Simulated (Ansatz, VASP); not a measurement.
**BP in VASP and in Ansatz**

Contents of INCAR:

```
PREC = Accurate
ENCUT = 520
EDIFF = 1E-6
ISMEAR = 0
SIGMA = 0.01
LREAL = F
LASPH = T
NELM = 60
ALGO = Normal
ISIF = 2
LWAVE = F
LCHARG = F
GGA = PE
NBANDS = 11
```

File KPOINTS:

```
regular mesh
0
Gamma
  8 8 8
```

File POSCAR:

```
BP
1.0
    0.0000000000      2.3187947504      2.3187947504
    2.3187947504      0.0000000000      2.3187947504
    2.3187947504      2.3187947504      0.0000000000
B P
1 1
Direct
    0.0000000000      0.0000000000      0.0000000000
    0.2500000000      0.2500000000      0.2500000000
```

Input for Ansatz:

```yaml
crystal:
  lattice:
    - [0.0, 2.3187947504, 2.3187947504]
    - [2.3187947504, 0.0, 2.3187947504]
    - [2.3187947504, 2.3187947504, 0.0]
  atoms:
    - { symbol: B, position: [0.0, 0.0, 0.0] }
    - { symbol: P, position: [0.25, 0.25, 0.25] }
kpoints:
  mp_grid: { grid: [8, 8, 8] }
hamiltonian:
  xc: pbe
scf:
  occupations: { method: fixed }
  n_extra_bands: 4
output:
  forces: true
  stress: true
  eigenvalues: true
```

Alike in both runs: task single point; functional PBE; k mesh 8 × 8 × 8; no spin polarisation.

|  | VASP | Ansatz |
| --- | --- | --- |
| version | VASP 6.6.1 | Ansatz 0.2.0 |
| potentials or method | VASP PAW PBE potentials, release 64 (B, P) | plane waves, PAW |
| plane-wave cutoff (eV) | 520 | 420 |
| occupations | gaussian, width 0.01 eV | fixed |
| valence electrons in the cell | 8 | 8 |

|  | VASP | Ansatz | Ansatz less VASP |
| --- | --- | --- | --- |
| gap on the k mesh at the Fermi level (eV) | 1.35 | 1.35 | +0.004 |
| pressure (GPa) | -8.6 | -8.4 | +0.18 |
